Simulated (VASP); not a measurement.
# TiAl (P-6m2) in VASP: settings compared

Aim: see how the results for TiAl move with the level of theory and the settings. Levels: r2SCAN, PBE. Tasks: single point, relaxation of cell and atoms.

All numbers are computed with VASP 6.6.1; they aren't measurements. Logs are shortened: lines on timing, memory, paths and dates and some standing lists are left out, and cuts for length are marked.

## (1) The cell of the first run

The structure is hexagonal, space group P-6m2 (No. 187). Conventional cell: a = 2.867 Å, b = 2.867 Å, c = 4.678 Å, α = 90.00°, β = 90.00°, γ = 120.00°. Within 3.8 Å of Ti (site symmetry -6m2) lie 6 Al at 2.87 Å and 6 Ti at 2.87 Å. Al (site symmetry -6m2) has 6 Ti at 2.87 Å and 6 Al at 2.87 Å within 3.8 Å.

## (2) Single point, r2SCAN

Contents of POSCAR:

```
TiAl
1.0
    2.8672622327      0.0000000000      0.0000000000
   -1.4336311163      2.4831219328      0.0000000000
    0.0000000000      0.0000000000      4.6780830000
Ti Al
1 1
Direct
    0.0000000000      0.0000000000      0.0000000000
    0.3333333333      0.6666666667      0.5000000000
```

Contents of INCAR.step1:

```
SYSTEM = TiAl
PREC = Accurate ; ENCUT = 520
ISMEAR = -1 ; SIGMA = 0.05
LREAL = .False. ; LASPH = .True.
NELM = 100 ; NBANDS = 14
GGA = PE ; ALGO = Normal
EDIFF = 1E-4 ; LWAVE = .True.
LCHARG = .False.
```

Contents of INCAR.step2:

```
SYSTEM = TiAl
PREC = Accurate ; ENCUT = 520
EDIFF = 1E-7 ; ISMEAR = -1
SIGMA = 0.05 ; LREAL = .False.
LASPH = .True. ; NELM = 100
ALGO = Normal ; ISIF = 2
LWAVE = .False. ; LCHARG = .False.
METAGGA = R2SCAN ; LMIXTAU = .True.
NBANDS = 14 ; ISTART = 1
```

Contents of KPOINTS:

```
regular mesh
0
Gamma
  11 11 6
  0 0 0
```

Potentials or basis: VASP PAW PBE potentials, release 64 (Ti_sv, Al).

Launch:

```sh
> cat potpaw_PBE.64/Ti_sv/POTCAR potpaw_PBE.64/Al/POTCAR > POTCAR
> cp INCAR.step1 INCAR
> mpirun -np 1 vasp_std > vasp.out
> cp INCAR.step2 INCAR
> mpirun -np 1 vasp_std > vasp.out
```

OUTCAR:

```text
SYSTEM = TiAl
   PREC = Accurate
   ENCUT = 520
   EDIFF = 1E-7
   ISMEAR = -1
   LREAL = .False.
   LASPH = .True.
   NELM = 100
   ISIF = 2
   METAGGA = R2SCAN
   ISTART = 1

 ion  position               nearest neighbor table
   1  0.000  0.000  0.000-   2 2.87   2 2.87   2 2.87   2 2.87   2 2.87   2 2.87
   2  0.333  0.667  0.500-   1 2.87   1 2.87   1 2.87   1 2.87   1 2.87   1 2.87

  LATTYP: Found a hexagonal cell.
 ALAT       =     2.8672622327
 C/A-ratio  =     1.6315504549

  Lattice vectors:

 A1 = (   2.8672622327,   0.0000000000,   0.0000000000)
 A2 = (  -1.4336311163,   2.4831219328,   0.0000000000)
 A3 = (   0.0000000000,   0.0000000000,   4.6780830000)

Analysis of symmetry for initial positions (statically):
=====================================================================
 Subroutine PRICEL returns:
 Original cell was already a primitive cell.

 Routine SETGRP: Setting up the symmetry group for a
 hexagonal supercell.

 Subroutine GETGRP returns: Found 12 space group operations
 (whereof 12 operations were pure point group operations)
 out of a pool of 24 trial point group operations.

The static configuration has the point symmetry D_3h.

Analysis of symmetry for dynamics (positions and initial velocities):
=====================================================================
 Subroutine PRICEL returns:
 Original cell was already a primitive cell.

 Routine SETGRP: Setting up the symmetry group for a
 hexagonal supercell.

 Subroutine GETGRP returns: Found 12 space group operations
 (whereof 12 operations were pure point group operations)
 out of a pool of 24 trial point group operations.

The dynamic configuration has the point symmetry D_3h.

 Subroutine INISYM returns: Found 12 space group operations
 (whereof 12 operations are pure point group operations),
 and found     1 'primitive' translations

----------------------------------------------------------------------------------------

                                     Primitive cell

  volume of cell :      33.3068

  direct lattice vectors                    reciprocal lattice vectors
     2.867262233  0.000000000  0.000000000     0.348764751  0.201359423  0.000000000
    -1.433631116  2.483121933  0.000000000     0.000000000  0.402718846  0.000000000
     0.000000000  0.000000000  4.678083000     0.000000000  0.000000000  0.213762774

  length of vectors
     2.867262233  2.867262233  4.678083000     0.402718846  0.402718846  0.213762774

  position of ions in fractional coordinates (direct lattice)
     0.000000000  0.000000000  0.000000000
     0.333333333  0.666666667  0.500000000

  ion indices of the primitive-cell ions
   primitive index   ion index
                 1           1
                 2           2

----------------------------------------------------------------------------------------

 KPOINTS: regular mesh

Automatic generation of k-mesh.
 Grid dimensions read from file:
 generate k-points for:   11   11    6

 Generating k-lattice:

  Cartesian coordinates                     Fractional coordinates (reciprocal lattice)
     0.031705886  0.018305402  0.000000000     0.090909091  0.000000000  0.000000000
     0.000000000  0.036610804  0.000000000     0.000000000  0.090909091  0.000000000
     0.000000000  0.000000000  0.035627129     0.000000000  0.000000000  0.166666667

  Length of vectors
     0.036610804  0.036610804  0.035627129

  Shift w.r.t. Gamma in fractional coordinates (k-lattice)
     0.000000000  0.000000000  0.000000000

 Subroutine IBZKPT returns following result:
 ===========================================

 Found     64 irreducible k-points:

 Following reciprocal coordinates:
            Coordinates               Weight
  0.000000  0.000000  0.000000      1.000000
  0.090909 -0.000000  0.000000      6.000000
  0.181818  0.000000  0.000000      6.000000
  0.272727  0.000000  0.000000      6.000000
  0.363636 -0.000000  0.000000      6.000000
  0.454545  0.000000  0.000000      6.000000
[... 16 lines left out ...]
  0.090909  0.090909  0.166667     12.000000
  0.181818  0.090909  0.166667     24.000000
 [... further k-points ...]
   k-points           NKPTS =     64   k-points in BZ     NKDIM =     64   number of bands    NBANDS=     14
   number of dos      NEDOS =    301   number of ions     NIONS =      2
   total plane-waves  NPLWV =  20736
   dimension x,y,z NGX =    24 NGY =   24 NGZ =   36
   dimension x,y,z NGXF=    48 NGYF=   48 NGZF=   72
   ions per type =               1   1
   NGX,Y,Z   is equivalent  to a cutoff of  13.92, 13.92, 12.79 a.u.
   NGXF,Y,Z  is equivalent  to a cutoff of  27.83, 27.83, 25.59 a.u.
 SYSTEM =  TiAl
   PREC   = accura    normal or accurate (medium, high low for compatibility)
   ISTART =      1    job   : 0-new  1-cont  2-samecut
   ICHARG =      0    charge: 1-file 2-atom 10-const
   ISPIN  =      1    spin polarized calculation?
   LNONCOLLINEAR =      F non collinear calculations
   LSORBIT =      F    spin-orbit coupling
   LASPH  =      T    aspherical Exc in radial PAW
   ENCUT  =  520.0 eV  38.22 Ry    6.18 a.u.   5.33  5.33  8.70*2*pi/ulx,y,z
   NELM   =    100;   NELMIN=  2; NELMDL=  0     # of ELM steps
   EDIFF  = 0.1E-06   stopping-criterion for ELM
   LREAL  =      F    real-space projection
   EDIFFG = 0.1E-05   stopping-criterion for IOM
   NSW    =      0    number of steps for IOM
   IBRION =     -1    ionic relax: 0-MD 1-quasi-New 2-CG
   NFREE  =      0    steps in history (QN), initial steepest desc. (CG)
   ISIF   =      2    stress and relaxation
   ISYM   =      2    0-nonsym 1-usesym 2-fastsym
   POTIM  = 0.5000    time-step for ionic-motion
   TEBEG  =    0.0;   TEEND  =   0.0 temperature during run
   PSTRESS=    0.0 pullay stress
   NELECT =      15.0000    total number of electrons
   NUPDOWN=      -1.0000    fix difference up-down
   EMIN   =  10.00;   EMAX   =-10.00  energy-range for DOS
   EFERMI =   0.00;   METHOD = LEGACY
   ISMEAR =    -1;   SIGMA  =   0.05  broadening in eV -4-tet -1-fermi 0-gaus
   EFERMI_NEDOS =   21; number of points for ismear=-14 and -15
   IALGO  =     38    algorithm
   IMIX   =      4    mixing-type and parameters
     AMIX     =   0.40;   BMIX     =  1.00
     AMIX_MAG =   1.60;   BMIX_MAG =  1.00
  volume/ion in A,a.u.               =      16.65       112.38
  Fermi-wavevector in a.u.,A,eV,Ry     =   1.254857  2.371335 21.424622  1.574665
  Thomas-Fermi vector in A             =   2.388641
   LORBIT       =      0    0 simple, 1 ext, 2 COOP (PROOUT), +10 PAW based schemes
   METAGGA = R2SCAN    functional components
   LHFCALC =     F    Hartree Fock is set to
   AEXX    =    0.0000 exact exchange contribution
   IVDW    =     0    specifies the selected vdW correction
   LEPSILON=     F    determine dielectric tensor
   LRPA    =     F    only Hartree local field effects (RPA)
 non-spin polarized calculation
  energy-cutoff  :      520.00
  volume of cell :       33.31
 maximum number of plane-waves:       917
 NGX is ok and might be reduce to    24
   NGX = 11   NGY = 11   NGZ = 17

 number of electron      15.0000001 magnetization

 Free energy of the ion-electron system (eV)
  ---------------------------------------------------
  ext. energy  EPLUGINS =         0.00000000
  ---------------------------------------------------
  free energy    TOTEN  =       -20.23908832 eV

  energy without entropy =      -20.21689409  energy(sigma->0) =      -20.22799121

 E-fermi :   7.8035     XC(G=0): -11.7473

 val. band max:        7.7941001701   @ k =   0.3636   0.2727   0.5000
 cond. band min:       7.8035313251   @ k =   0.3636   0.2727   0.3333
 fundamental gap:      0.0094311550
 Fermi energy:         7.8035163852

 k-point     1 :       0.0000    0.0000    0.0000
  band No.  band energies     occupation
      1     -51.0395      2.00000
      2     -26.3132      2.00000
      3     -25.8840      2.00000
      4     -25.8840      2.00000
      5      -1.6079      2.00000
      6       5.3983      2.00000
      7       5.7501      2.00000
      8       9.2562      0.00000
      9       9.2562      0.00000
     10      10.8862      0.00000
     11      10.8862      0.00000
     12      12.0455      0.00000
     13      21.5147      0.00000
     14      21.5147      0.00000

 k-point     2 :       0.0909   -0.0000    0.0000
  band No.  band energies     occupation
      1     -51.0316      2.00000
      2     -26.3055      2.00000
      3     -25.9333      2.00000
      4     -25.8951      2.00000
      5      -1.3906      2.00000
      6       5.6275      2.00000
      7       5.7918      2.00000
      8       9.0471      0.00000
      9       9.4287      0.00000
     10      10.8275      0.00000
     11      10.9221      0.00000
     12      12.0950      0.00000
     13      18.9185      0.00000
     14      20.1384      0.00000

 k-point     3 :       0.1818    0.0000    0.0000
  band No.  band energies     occupation
      1     -51.0103      2.00000
      2     -26.2845      2.00000
      3     -26.0642      2.00000
      4     -25.9245      2.00000
      5      -0.7478      2.00000
      6       5.9044      2.00000
      7       6.2268      2.00000
      8       8.5539      0.00000
      9       9.9180      0.00000
     10      10.6732      0.00000
     11      11.0496      0.00000
     12      12.2118      0.00000
     13      15.7982      0.00000
     14      18.7080      0.00000
[... 324 lines left out ...]
 k-point    23 :       0.0909    0.0909    0.1667
  band No.  band energies     occupation
      1     -51.0170      2.00000
      2     -26.2922      2.00000
      3     -26.0202      2.00000
      4     -25.9184      2.00000
      5      -0.7964      2.00000
      6       4.6752      2.00000
      7       6.9631      2.00000
      8       8.6926      0.00000
      9       9.7771      0.00000
     10      10.6076      0.00000
     11      10.6574      0.00000
     12      13.1058      0.00000
     13      17.2775      0.00000
     14      17.8586      0.00000

 k-point    24 :       0.1818    0.0909    0.1667
  band No.  band energies     occupation
      1     -50.9924      2.00000
      2     -26.2678      2.00000
      3     -26.1623      2.00000
      4     -25.9599      2.00000
      5       0.0297      2.00000
      6       5.2449      2.00000
      7       7.2477      1.99997
      8       8.1840      0.00099
      9      10.3315      0.00000
     10      10.3961      0.00000
     11      10.5590      0.00000
     12      13.3582      0.00000
     13      14.8449      0.00000
     14      16.5111      0.00000

 [... further k-points ...]
[... 5 lines left out ...]
  --------------------------------------------------------------------------------------
  -------------------------------------------------------------------------------------
  Total       -0.0429446     -0.0429446     -0.5238470     -0.0000000      0.0000000      0.0000000
  in kB       -2.0657881     -2.0657881    -25.1989040     -0.0000000      0.0000000      0.0000000
  external PRESSURE =      -9.7768267 kB  Pullay stress =       0.0000000 kB

 VOLUME and BASIS-vectors are now :
 -----------------------------------------------------------------------------
  energy-cutoff  :      520.00
  volume of cell :       33.31
      direct lattice vectors                 reciprocal lattice vectors
     2.867262233  0.000000000  0.000000000     0.348764751  0.201359423  0.000000000
    -1.433631116  2.483121933  0.000000000     0.000000000  0.402718846  0.000000000
     0.000000000  0.000000000  4.678083000     0.000000000  0.000000000  0.213762774

 POSITION                                       TOTAL-FORCE (eV/Angst)
 -----------------------------------------------------------------------------------
      0.00000      0.00000      0.00000        -0.000000      0.000000      0.000000
     -0.00000      1.65541      2.33904         0.000000     -0.000000      0.000000
 -----------------------------------------------------------------------------------
    total drift:                               -0.000001      0.000001      0.000000

  FREE ENERGIE OF THE ION-ELECTRON SYSTEM (eV)
  ---------------------------------------------------
  free  energy   TOTEN  =       -20.2390883225 eV

  energy  without entropy=      -20.2168940913  energy(sigma->0) =      -20.22799121
```

Run time: 51 s. Hardware: 1 thread of Intel Xeon 6975P-C (Granite Rapids), shared host; peak memory 0.18 GiB.

Results:

```
Free energy : -20.2391 eV
Pressure    : -1.0 GPa
```

Stress tensor (GPa, compression positive):
```
-0.21  0.00  0.00
 0.00 -0.21  0.00
 0.00  0.00 -2.52
```

Caveat: the PAW data sets were made with another functional, which shifts forces and pressure a little.

## (3) Relaxation of cell and atoms, r2SCAN

POSCAR is that of step 2.

Contents of INCAR.step1:

```
PREC     = Accurate       # precision mode
ENCUT    = 600            # plane-wave cutoff, eV
ISMEAR   = -1             # smearing method
SIGMA    = 0.05           # smearing width, eV
LREAL    = F              # projectors in reciprocal space
LASPH    = T              # aspherical terms in the spheres
NELM     = 80             # most SCF steps
GGA      = PE             # functional
ALGO     = Normal         # electronic algorithm
EDIFF    = 1E-4           # SCF threshold, eV
LWAVE    = T              # write WAVECAR
LCHARG   = F              # write CHGCAR
```

Contents of INCAR.step2:

```
PREC     = Accurate       # precision mode
ENCUT    = 600            # plane-wave cutoff, eV
EDIFF    = 1E-6           # SCF threshold, eV
ISMEAR   = -1             # smearing method
SIGMA    = 0.05           # smearing width, eV
LREAL    = F              # projectors in reciprocal space
LASPH    = T              # aspherical terms in the spheres
NELM     = 80             # most SCF steps
ALGO     = Normal         # electronic algorithm
ISIF     = 3              # what is computed and relaxed
LWAVE    = F              # write WAVECAR
LCHARG   = F              # write CHGCAR
METAGGA  = R2SCAN         # meta-GGA
LMIXTAU  = T            
IBRION   = 2              # ionic algorithm
NSW      = 60             # ionic steps
EDIFFG   = -0.01          # ionic threshold
ISTART   = 1
```

Contents of KPOINTS:

```
Automatic mesh
0
Gamma
  11 11 6
```

Potentials or basis: VASP PAW PBE potentials, release 64 (Ti_sv, Al).

Launch:

```sh
> cat potpaw_PBE.64/Ti_sv/POTCAR potpaw_PBE.64/Al/POTCAR > POTCAR
> cp INCAR.step1 INCAR
> mpirun -np 1 vasp_std > vasp.out
> cp INCAR.step2 INCAR
> mpirun -np 1 vasp_std > vasp.out
```

It took 7.5 min on 1 thread of AMD EPYC 7R13 (Zen 3), shared host; peak memory 0.16 GiB.

The run converged. Its results:

```yaml
Free_energy: -20.2420 eV
Relaxed_volume: 16.54 Å³/atom
Relaxed_cell: a = 2.876 Å, b = 2.876 Å, c = 4.620 Å, α = 90.00°, β = 90.00°, γ = 120.00°
Space_group_after_relaxing_to_0.05_Å: P-6m2 (No. 187)
Energy_gained_by_relaxing: 1.6 meV/atom
Ionic_steps: 5
Pressure_after_relaxing: 0.0 GPa
```

The path:
```tsv
step	energy change (eV)	largest force (eV/Å)	pressure (GPa)	volume (Å³)
1	0.0000	0.0000	-1.01	33.31
2	-0.0023	0.0000	0.95	32.80
3	-0.0026	0.0000	0.43	32.93
4	-0.0032	0.0000	0.06	33.06
5	-0.0032	0.0000	0.00	33.09
```

Final structure:
```xyz
2
Lattice="2.8756 0.0000 0.0000 -1.4378 2.4903 0.0000 0.0000 0.0000 4.6203" Properties=species:S:1:pos:R:3 pbc="T T T"
Ti    0.0000    0.0000    4.6203
Al    0.0000    1.6602    2.3102
```

Levels at points of the mesh, in eV from the Fermi level:
| k point | band 3 | band 4 | band 5 | band 6 | band 7 | band 8 | band 9 | band 10 | band 11 |
| --- | --- | --- | --- | --- | --- | --- | --- | --- | --- |
| (0.00, 0.00, 0.00) | -33.69 | -33.69 | -9.41 | -2.34 | -1.92 | 1.45 | 1.45 | 3.05 | 3.05 |
| (0.00, 0.00, 0.50) | -33.69 | -33.69 | -8.43 | -5.58 | -0.32 | 1.47 | 1.47 | 2.96 | 2.96 |

Caveat: the PAW data sets were made with another functional, which shifts forces and pressure a little.

## (4) Single point, PBE

This run uses another cell than the first one, of 15.65 Å³/atom, 0.940 times its volume.

Contents of INCAR:

```
PREC = Accurate
ENCUT = 520
EDIFF = 1E-6
ISMEAR = -1
SIGMA = 0.05
LREAL = False
LASPH = True
NELM = 60
ALGO = Normal
ISIF = 2
LWAVE = False
LCHARG = False
GGA = PE
NBANDS = 14
```

KPOINTS is that of step 3.

Contents of POSCAR:

```
TiAl
1.0
    2.8087302532      0.0000000000      0.0000000000
   -1.4043651265      2.4324317516      0.0000000000
    0.0000000000      0.0000000000      4.5825851222
Ti Al
1 1
Direct
    0.0000000000      0.0000000000      0.0000000000
    0.3333333333      0.6666666667      0.5000000000
```

Launch:

```sh
> cat potpaw_PBE.64/Ti_sv/POTCAR potpaw_PBE.64/Al/POTCAR > POTCAR
> mpirun -np 1 vasp_std > vasp.out
```

Run time: 19 s. Hardware: 1 thread of Intel Xeon Platinum 8375C at 2.90GHz (Ice Lake), shared host; peak memory 0.16 GiB.

The run converged. Its results:

```yaml
Free_energy: -12.0428 eV
Pressure: 7.6 GPa
```

Stress tensor (GPa, compression positive):
```
7.75 0.00 0.00
0.00 7.75 0.00
0.00 0.00 7.16
```

Levels at points of the mesh, in eV from the Fermi level:
```
           k point  band 3  band 4  band 5  band 6  band 7  band 8  band 9  band 10  band 11  band 12
(0.00, 0.00, 0.00)  -32.22  -32.22   -9.21   -2.36   -1.85    1.36    1.36     2.99     2.99     4.22
(0.00, 0.00, 0.50)  -32.22  -32.22   -8.26   -5.40   -0.47    1.38    1.38     2.91     2.91     7.03
```

(Part 1 of 2 ends here.)
